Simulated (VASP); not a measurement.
Here is a VASP 6.6.1 calculation.

Contents of INCAR:

```
SYSTEM = Sn
PREC = Accurate ; ENCUT = 520
EDIFF = 1E-6 ; ISMEAR = 0
SIGMA = 0.3 ; LREAL = .False.
LASPH = .True. ; NELM = 80
ALGO = Normal ; ISIF = 2
LWAVE = .False. ; LCHARG = .False.
GGA = PE ; NBANDS = 21
```

KPOINTS

```
Automatic mesh
0
Gamma
  11 11 8
  0 0 0
```

POSCAR

```
Sn
1.0
   -2.9773321013      2.9790067394      1.6030901642
    2.9790067394     -2.9773321013      1.6030901642
    2.9770686044      2.9770686044     -1.6000204610
Sn
2
Direct
    0.0000231878      0.9999768122      0.0000000000
    0.7499768122      0.2500231878      0.5000000000
```

Potentials or basis: VASP PAW PBE potentials, release 64 (Sn_d).

The run is started by

```console
$ cat potpaw_PBE.64/Sn_d/POTCAR > POTCAR
$ mpirun -np 1 vasp_std > vasp.out
```

Q: Estimate the band gap on the k mesh.

A: Zero (bands 14 and 15 overlap by 3.51 eV).

Q: Estimate the pressure.

A: 0.0 GPa.

Caveat: so wide a smearing shifts energies and pressures; spin-orbit coupling is left out, which moves the levels of the heavy elements.
